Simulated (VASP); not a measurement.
C (a cell with a defect), 29 atoms in the cell. The cell holds a defect, 29 atoms: a = 6.526 Å, b = 6.526 Å, c = 8.465 Å, α = 90.00°, β = 90.00°, γ = 120.00°. 

```yaml
Program: VASP 6.6.1
Task: single point
Functional: PBE
Potentials_or_basis: VASP PAW PBE potentials, release 64 (C)
Cutoff: 520 eV
k_mesh: 4 × 4 × 3
Occupations: gaussian, width 0.1 eV
Spin: no spin polarisation
Dipole_correction: no
Further_INCAR_settings: LREAL = Auto; ALGO = Normal; EDIFF = 1e-06; NBANDS = 78
```

Potentials or basis: VASP PAW PBE potentials, release 64 (C).

Command:

```console
$ cat potpaw_PBE.64/C/POTCAR > POTCAR
$ mpirun -np 1 vasp_std > vasp.out
```

Hardware: 1 thread of Intel(R) Xeon(R) 6975P-C (Granite Rapids), on a shared host.

Problem. Estimate the wall time of this run.

Solution. Wall time 9.8 min on 1 thread of Intel(R) Xeon(R) 6975P-C (Granite Rapids), with other jobs on the host, peak memory 0.59 GiB. Counts: scf iterations 15, k points 26.
